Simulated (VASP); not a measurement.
Here is a VASP 6.6.1 calculation.

Contents of INCAR:

```
SYSTEM = P
ALGO = Normal
EDIFF = 1E-6
ENCUT = 520
GGA = PE
ISIF = 2
ISMEAR = -1
LASPH = .TRUE.
LCHARG = .FALSE.
LREAL = .FALSE.
LWAVE = .FALSE.
NBANDS = 18
NELM = 100
PREC = Accurate
SIGMA = 0.05
```

The input KPOINTS:

```
k-points
0
G
  8 8 6
  0 0 0
```

Contents of POSCAR:

```
P
1.0
    1.6576295468     -5.2239235539      0.0000000000
    1.6576295468      5.2239235539      0.0000000000
    0.0000000000      0.0000000000      4.3253397241
P
4
Direct
    0.8970089218      0.1029910782      0.5778400260
    0.1029910782      0.8970089218      0.4221599740
    0.6029910782      0.3970089218      0.0778400260
    0.3970089218      0.6029910782      0.9221599740
```

Potentials or basis: VASP PAW PBE potentials, release 64 (P).

Launch:

```console
$ cat potpaw_PBE.64/P/POTCAR > POTCAR
$ mpirun -np 1 vasp_std > vasp.out
```

Question: Predict the pressure.

Answer: 1.7 GPa.

Question: What does it give for the largest force?

Answer: 0.058 eV/Å.

Forces on the atoms (eV/Å):
```
P    0.000 -0.042  0.041
P    0.000  0.042 -0.041
P    0.000  0.042  0.041
P    0.000 -0.042 -0.041
```
